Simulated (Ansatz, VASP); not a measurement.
## One calculation of LiF, two programs

```xyz
2
Lattice="0.0000 2.0130 2.0130 2.0130 0.0000 2.0130 2.0130 2.0130 0.0000" Properties=species:S:1:pos:R:3 pbc="T T T"
Li    0.0000    0.0000    0.0000
F     2.0130    2.0130    2.0130
```

Alike in both runs: task single point; functional PBE; k mesh 10 × 10 × 10; occupations gaussian, width 0.02 eV; no spin polarisation.

|  | VASP | Ansatz |
| --- | --- | --- |
| version | VASP 6.6.1 | Ansatz 0.2.0 |
| potentials or method | VASP PAW PBE potentials, release 64 (Li_sv, F), cutoff 520 eV | scalar-relativistic, plane waves, PAW |
| valence electrons in the cell | 10 | 10 |

```tsv
	VASP	Ansatz	Ansatz less VASP
gap on the k mesh at the Fermi level (eV)	9.10	9.10	+0.002
least direct gap on the mesh (eV)	9.10	9.10	+0.002
```

Noted on VASP's run: the cutoff is short for stress, so the pressure is rough.
